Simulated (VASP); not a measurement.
Wanted: the native input for a VASP 6.6.1 run.

```yaml
Task: single point
Functional: PBE
Potentials_or_basis: VASP PAW PBE potentials, release 64 (V_sv, N)
Cutoff: 600 eV
k_mesh: 8 × 8 × 8
Occupations: gaussian, width 0.1 eV
Spin: no spin polarisation
Dipole_correction: no
Further_INCAR_settings: ALGO = Normal; EDIFF = 1e-06; NBANDS = 16
```

The structure of VN lies in POSCAR:

```
VN
1.0
    0.0000000000      2.0580419309      2.0580419309
    2.0580419309      0.0000000000      2.0580419309
    2.0580419309      2.0580419309      0.0000000000
V N
1 1
Direct
    0.5000000000      0.5000000000      0.5000000000
    0.0000000000      0.0000000000      0.0000000000
```

One way to write it, as run:

INCAR

```
SYSTEM = VN
PREC     = Accurate       ! precision mode
ENCUT    = 600            ! plane-wave cutoff, eV
EDIFF    = 1E-6           ! SCF threshold, eV
ISMEAR   = 0              ! smearing method
SIGMA    = 0.1            ! smearing width, eV
LREAL    = .FALSE.        ! projectors in reciprocal space
LASPH    = .TRUE.         ! aspherical terms in the spheres
NELM     = 120            ! most SCF steps
ALGO     = Normal         ! electronic algorithm
ISIF     = 2              ! what is computed and relaxed
LWAVE    = .FALSE.        ! write WAVECAR
LCHARG   = .TRUE.         ! write CHGCAR
GGA      = PE             ! functional
LELF     = .TRUE.         ! ELF
LVHAR    = .TRUE.       
NBANDS   = 16             ! bands
GGA_COMPAT= .FALSE.
```

KPOINTS

```
Automatic mesh
0
G
  8 8 8
  0 0 0
```

Potentials or basis: VASP PAW PBE potentials, release 64 (V_sv, N).

Command:

```bash
$ cat potpaw_PBE.64/V_sv/POTCAR potpaw_PBE.64/N/POTCAR > POTCAR
$ mpirun -np 1 vasp_std > vasp.out
```

Results of the run:

* Pressure: 0.7 GPa
* Band gap on the k mesh: zero (band 9 reaches 12.62 eV, above the bottom of band 10 at 10.48 eV)

Caveat: the run has no spin polarisation, though such a crystal can be magnetic.

It took 4.4 s on 1 thread of Intel(R) Xeon(R) 6975P-C (Granite Rapids), on a shared host, peak memory 0.14 GiB.
